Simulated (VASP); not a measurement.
# TaN (P1) in VASP: further runs

Runs on TaN. Level: PBE. Tasks: single point.

Program: VASP 6.6.1. These are calculated values, not measurements. Logs are shortened: lines on timing, memory, paths and dates and some standing lists are left out, and cuts for length are marked.

## 1. The cell of the first run

The typed cell holds 2 atoms: a = 3.082 Å, b = 3.082 Å, c = 3.082 Å, α = 60.00°, β = 60.00°, γ = 60.00°.

## 2. Single point, PBE

File INCAR:

```
ALGO = Normal
EDIFF = 1E-7
ENCUT = 520
GGA = PE
ISIF = 2
ISMEAR = 0
LASPH = T
LCHARG = F
LREAL = F
LWAVE = F
NBANDS = 15
NELM = 60
PREC = Accurate
SIGMA = 0.15
```

File KPOINTS:

```
k-points
0
Gamma
  8 8 8
```

File POSCAR:

```
TaN
1.0
    0.0000000000      2.1790000000      2.1790000000
    2.1790000000      0.0000000000      2.1790000000
    2.1790000000      2.1790000000      0.0000000000
Ta N
1 1
Direct
    0.4944300000      0.5071800000      0.4927300000
    0.0264700000      0.9971200000      0.9852200000
```

Potentials or basis: VASP PAW PBE potentials, release 64 (Ta_pv, N).

Launch:

```bash
$ cat potpaw_PBE.64/Ta_pv/POTCAR potpaw_PBE.64/N/POTCAR > POTCAR
$ mpirun -np 1 vasp_std > vasp.out
```

OUTCAR:

```text
EDIFF = 1E-7
   ENCUT = 520
   GGA = PE
   ISIF = 2
   ISMEAR = 0
   LASPH = T
   LREAL = F
   NELM = 60
   PREC = Accurate

 ion  position               nearest neighbor table
   1  0.494  0.507  0.493-   2 2.13   2 2.13   2 2.14   2 2.22   2 2.23   2 2.23
   2  0.026  0.997  0.985-   1 2.13   1 2.13   1 2.14   1 2.22   1 2.23   1 2.23

  LATTYP: Found a face centered cubic cell.
 ALAT       =     4.3580000000

  Lattice vectors:

 A1 = (   0.0000000000,   2.1790000000,   2.1790000000)
 A2 = (   2.1790000000,   0.0000000000,   2.1790000000)
 A3 = (   2.1790000000,   2.1790000000,   0.0000000000)

Analysis of symmetry for initial positions (statically):
=====================================================================
 Subroutine PRICEL returns:
 Original cell was already a primitive cell.

 Routine SETGRP: Setting up the symmetry group for a
 face centered cubic supercell.

 Subroutine GETGRP returns: Found  1 space group operations
 (whereof  1 operations were pure point group operations)
 out of a pool of 48 trial point group operations.

The static configuration has the point symmetry C_1 .

Analysis of symmetry for dynamics (positions and initial velocities):
=====================================================================
 Subroutine PRICEL returns:
 Original cell was already a primitive cell.

 Routine SETGRP: Setting up the symmetry group for a
 face centered cubic supercell.

 Subroutine GETGRP returns: Found  1 space group operations
 (whereof  1 operations were pure point group operations)
 out of a pool of 48 trial point group operations.

The dynamic configuration has the point symmetry C_1 .

 Subroutine INISYM returns: Found  1 space group operations
 (whereof  1 operations are pure point group operations),
 and found     1 'primitive' translations

----------------------------------------------------------------------------------------

                                     Primitive cell

  volume of cell :      20.6920

  direct lattice vectors                    reciprocal lattice vectors
     0.000000000  2.179000000  2.179000000    -0.229463056  0.229463056  0.229463056
     2.179000000  0.000000000  2.179000000     0.229463056 -0.229463056  0.229463056
     2.179000000  2.179000000  0.000000000     0.229463056  0.229463056 -0.229463056

  length of vectors
     3.081571352  3.081571352  3.081571352     0.397441672  0.397441672  0.397441672

  position of ions in fractional coordinates (direct lattice)
     0.494430000  0.507180000  0.492730000
     0.026470000  0.997120000  0.985220000

  ion indices of the primitive-cell ions
   primitive index   ion index
                 1           1
                 2           2

----------------------------------------------------------------------------------------

 KPOINTS: k-points

Automatic generation of k-mesh.
 Grid dimensions read from file:
 generate k-points for:    8    8    8

 Generating k-lattice:

  Cartesian coordinates                     Fractional coordinates (reciprocal lattice)
    -0.028682882  0.028682882  0.028682882     0.125000000  0.000000000  0.000000000
     0.028682882 -0.028682882  0.028682882     0.000000000  0.125000000  0.000000000
     0.028682882  0.028682882 -0.028682882     0.000000000  0.000000000  0.125000000

  Length of vectors
     0.049680209  0.049680209  0.049680209

  Shift w.r.t. Gamma in fractional coordinates (k-lattice)
     0.000000000  0.000000000  0.000000000

 Subroutine IBZKPT returns following result:
 ===========================================

 Found    260 irreducible k-points:

 Following reciprocal coordinates:
            Coordinates               Weight
  0.000000  0.000000  0.000000      1.000000
  0.125000  0.000000  0.000000      2.000000
  0.000000  0.125000  0.000000      2.000000
  0.000000  0.000000  0.125000      2.000000
  0.125000  0.125000  0.125000      2.000000
  0.250000  0.000000  0.000000      2.000000
[... 16 lines left out ...]
  0.125000  0.000000  0.250000      2.000000
  0.125000  0.125000 -0.125000      2.000000
 [... further k-points ...]
   k-points           NKPTS =    260   k-points in BZ     NKDIM =    260   number of bands    NBANDS=     15
   number of dos      NEDOS =    301   number of ions     NIONS =      2
   total plane-waves  NPLWV =  13824
   dimension x,y,z NGX =    24 NGY =   24 NGZ =   24
   dimension x,y,z NGXF=    48 NGYF=   48 NGZF=   48
   ions per type =               1   1
   NGX,Y,Z   is equivalent  to a cutoff of  12.95, 12.95, 12.95 a.u.
   NGXF,Y,Z  is equivalent  to a cutoff of  25.90, 25.90, 25.90 a.u.
 SYSTEM =  unknown system
   PREC   = accura    normal or accurate (medium, high low for compatibility)
   ISTART =      0    job   : 0-new  1-cont  2-samecut
   ICHARG =      2    charge: 1-file 2-atom 10-const
   ISPIN  =      1    spin polarized calculation?
   LNONCOLLINEAR =      F non collinear calculations
   LSORBIT =      F    spin-orbit coupling
   LASPH  =      T    aspherical Exc in radial PAW
   ENCUT  =  520.0 eV  38.22 Ry    6.18 a.u.   5.73  5.73  5.73*2*pi/ulx,y,z
   NELM   =     60;   NELMIN=  2; NELMDL= -5     # of ELM steps
   EDIFF  = 0.1E-06   stopping-criterion for ELM
   LREAL  =      F    real-space projection
   EDIFFG = 0.1E-05   stopping-criterion for IOM
   NSW    =      0    number of steps for IOM
   IBRION =     -1    ionic relax: 0-MD 1-quasi-New 2-CG
   NFREE  =      0    steps in history (QN), initial steepest desc. (CG)
   ISIF   =      2    stress and relaxation
   ISYM   =      2    0-nonsym 1-usesym 2-fastsym
   POTIM  = 0.5000    time-step for ionic-motion
   TEBEG  =    0.0;   TEEND  =   0.0 temperature during run
   PSTRESS=    0.0 pullay stress
   NELECT =      16.0000    total number of electrons
   NUPDOWN=      -1.0000    fix difference up-down
   EMIN   =  10.00;   EMAX   =-10.00  energy-range for DOS
   EFERMI =   0.00;   METHOD = LEGACY
   ISMEAR =     0;   SIGMA  =   0.15  broadening in eV -4-tet -1-fermi 0-gaus
   EFERMI_NEDOS =   21; number of points for ismear=-14 and -15
   IALGO  =     38    algorithm
   IMIX   =      4    mixing-type and parameters
     AMIX     =   0.40;   BMIX     =  1.00
     AMIX_MAG =   1.60;   BMIX_MAG =  1.00
  volume/ion in A,a.u.               =      10.35        69.82
  Fermi-wavevector in a.u.,A,eV,Ry     =   1.502615  2.839530 30.719922  2.257851
  Thomas-Fermi vector in A             =   2.613832
   LORBIT       =      0    0 simple, 1 ext, 2 COOP (PROOUT), +10 PAW based schemes
   GGA     = PE    functional components
   LHFCALC =     F    Hartree Fock is set to
   AEXX    =    0.0000 exact exchange contribution
   IVDW    =     0    specifies the selected vdW correction
   LEPSILON=     F    determine dielectric tensor
   LRPA    =     F    only Hartree local field effects (RPA)
 non-spin polarized calculation
 Gauss-broadening in eV      SIGMA  =   0.15
  energy-cutoff  :      520.00
  volume of cell :       20.69
 maximum number of plane-waves:       568
   NGX = 11   NGY = 11   NGZ = 11

 number of electron      16.0000000 magnetization

 Free energy of the ion-electron system (eV)
  ---------------------------------------------------
  ext. energy  EPLUGINS =         0.00000000
  ---------------------------------------------------
  free energy    TOTEN  =       -21.72828374 eV

  energy without entropy =      -21.71761844  energy(sigma->0) =      -21.72295109

 E-fermi :   9.9074     XC(G=0): -13.5845

 val. band max:        9.8597910541   @ k =  -0.2500  -0.1250  -0.1250
 cond. band min:       9.9902660849   @ k =   0.5000  -0.3750   0.3750
 fundamental gap:      0.1304750308
 Fermi energy:         9.9073785714

 k-point     1 :       0.0000    0.0000    0.0000
  band No.  band energies     occupation
      1     -25.8465      2.00000
      2     -25.8453      2.00000
      3     -25.8437      2.00000
      4      -9.2311      2.00000
      5       5.7185      2.00000
      6       5.7923      2.00000
      7       5.8086      2.00000
      8       7.7256      2.00000
      9       7.7789      2.00000
     10       7.9622      2.00000
     11      10.0357      0.22635
     12      10.0738      0.11658
     13      11.5971      0.00000
     14      19.2550      0.00000
     15      22.3168      0.00000

 k-point     2 :       0.1250    0.0000    0.0000
  band No.  band energies     occupation
      1     -25.9933      2.00000
      2     -25.8598      2.00000
      3     -25.8584      2.00000
      4      -8.8425      2.00000
      5       4.2902      2.00000
      6       4.7950      2.00000
      7       4.7989      2.00000
      8       8.2393      2.00000
      9       8.2590      2.00000
     10       8.3846      2.00000
     11      11.4067      0.00000
     12      11.4276      0.00000
     13      12.6429      0.00000
     14      20.4144      0.00000
     15      22.3164      0.00000

 k-point     3 :       0.0000    0.1250    0.0000
  band No.  band energies     occupation
      1     -25.9958      2.00000
      2     -25.8593      2.00000
      3     -25.8573      2.00000
      4      -8.8406      2.00000
      5       4.1735      2.00000
      6       4.8134      2.00000
      7       4.9911      2.00000
      8       8.0807      2.00000
      9       8.2199      2.00000
     10       8.4221      2.00000
     11      11.4262      0.00000
     12      11.4779      0.00000
     13      12.6362      0.00000
     14      20.4111      0.00000
     15      22.3164      0.00000
[... 343 lines left out ...]
 k-point    23 :       0.1250    0.0000    0.2500
  band No.  band energies     occupation
      1     -26.2416      2.00000
      2     -25.9379      2.00000
      3     -25.9174      2.00000
      4      -8.0456      2.00000
      5       2.0251      2.00000
      6       3.9666      2.00000
      7       4.3226      2.00000
      8       7.2697      2.00000
      9      10.0936      0.07909
     10      10.1780      0.01073
     11      12.0025      0.00000
     12      12.8141      0.00000
     13      16.0082      0.00000
     14      22.3129      0.00000
     15      22.7330      0.00000

 k-point    24 :       0.1250    0.1250   -0.1250
  band No.  band energies     occupation
      1     -26.2398      2.00000
      2     -25.9370      2.00000
      3     -25.9194      2.00000
      4      -8.0469      2.00000
      5       2.0216      2.00000
      6       3.8837      2.00000
      7       4.4247      2.00000
      8       7.2140      2.00000
      9      10.0925      0.08097
     10      10.2447      0.00147
     11      12.0065      0.00000
     12      12.7970      0.00000
     13      16.0041      0.00000
     14      22.3129      0.00000
     15      22.7344      0.00000

 [... further k-points ...]
[... 5 lines left out ...]
  --------------------------------------------------------------------------------------
  -------------------------------------------------------------------------------------
  Total        2.1480075      2.2413964      2.2046515      0.0558403     -0.0718725      0.0492452
  in kB      166.3200802    173.5511775    170.7060224      4.3237123     -5.5650855      3.8130519
  external PRESSURE =     170.1924267 kB  Pullay stress =       0.0000000 kB

 VOLUME and BASIS-vectors are now :
 -----------------------------------------------------------------------------
  energy-cutoff  :      520.00
  volume of cell :       20.69
      direct lattice vectors                 reciprocal lattice vectors
     0.000000000  2.179000000  2.179000000    -0.229463056  0.229463056  0.229463056
     2.179000000  0.000000000  2.179000000     0.229463056 -0.229463056  0.229463056
     2.179000000  2.179000000  0.000000000     0.229463056  0.229463056 -0.229463056

 POSITION                                       TOTAL-FORCE (eV/Angst)
 -----------------------------------------------------------------------------------
      2.17880      2.15102      2.18251        -0.390094      0.557050      0.494547
      4.31952      2.20447      2.23040         0.390094     -0.557050     -0.494547
 -----------------------------------------------------------------------------------
    total drift:                                0.000013      0.000062      0.000041

  FREE ENERGIE OF THE ION-ELECTRON SYSTEM (eV)
  ---------------------------------------------------
  free  energy   TOTEN  =       -21.7282837384 eV

  energy  without entropy=      -21.7176184437  energy(sigma->0) =      -21.72295109
```

Run time: 39 s. Hardware: 1 thread of Intel Xeon Platinum 8488C (Sapphire Rapids), shared host; peak memory 0.2 GiB.

Results:

```
Free energy            : -21.7283 eV
Pressure               : 17.0 GPa
Largest force          : 0.841 eV/Å
Band gap on the k mesh : zero (band 8 reaches 11.86 eV, above the bottom of band 9 at 7.78 eV)
```

Forces on the atoms (eV/Å):
```
Ta  -0.390  0.557  0.495
N    0.390 -0.557 -0.495
```

Stress tensor (GPa, compression positive):
```
16.63  0.43  0.38
 0.43 17.36 -0.56
 0.38 -0.56 17.07
```

Caveat: spin-orbit coupling is left out, which moves the levels of the heavy elements.

(Part 1 of 2 ends here.)
